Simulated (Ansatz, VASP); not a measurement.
W2N in VASP and in Ansatz

```
CELL_PARAMETERS angstrom
2.87253 0.00000 0.00000
-1.43626 2.48768 0.00000
0.00000 0.00000 17.88798
ATOMIC_POSITIONS crystal
W 0.00000 0.00000 0.07593
W 0.00000 0.00000 0.92407
W 0.33333 0.66667 0.26252
W 0.66667 0.33333 0.73748
W 0.33333 0.66667 0.41761
W 0.66667 0.33333 0.58239
N 0.00000 0.00000 0.50000
N 0.33333 0.66667 0.15068
N 0.66667 0.33333 0.84932
```

Change from the starting cell: strain +0.025 along x and y, +0.025 along z, atoms carried along.

Alike in both runs: task single point; functional PBEsol; k mesh 18 × 18 × 4; occupations gaussian, width 0.15 eV; no spin polarisation.

|  | VASP | Ansatz |
| --- | --- | --- |
| version | VASP 6.6.1 | Ansatz 0.2.0 |
| potentials or method | VASP PAW PBE potentials, release 64 (W_sv, N), cutoff 520 eV | scalar-relativistic, plane waves, PAW |
| valence electrons in the cell | 99 | 99 |

```csv
,VASP,Ansatz,Ansatz less VASP
gap on the k mesh at the Fermi level (eV),none,none,-
pressure (GPa),-18.4,-19.1,-0.74
"traceless stress, the component that is largest in VASP (GPa)",-1.85,-2.06,-0.217
rms of the force components (eV/Å),0.237,0.269,+0.0323
```

VASP's potentials were made for PBE, not for PBEsol. Atom by atom the forces differ by 0.032 eV/Å (rms over components). A gap of «none» marks a metal or a gap that the smearing closes.

Neither program's run includes spin-orbit coupling.
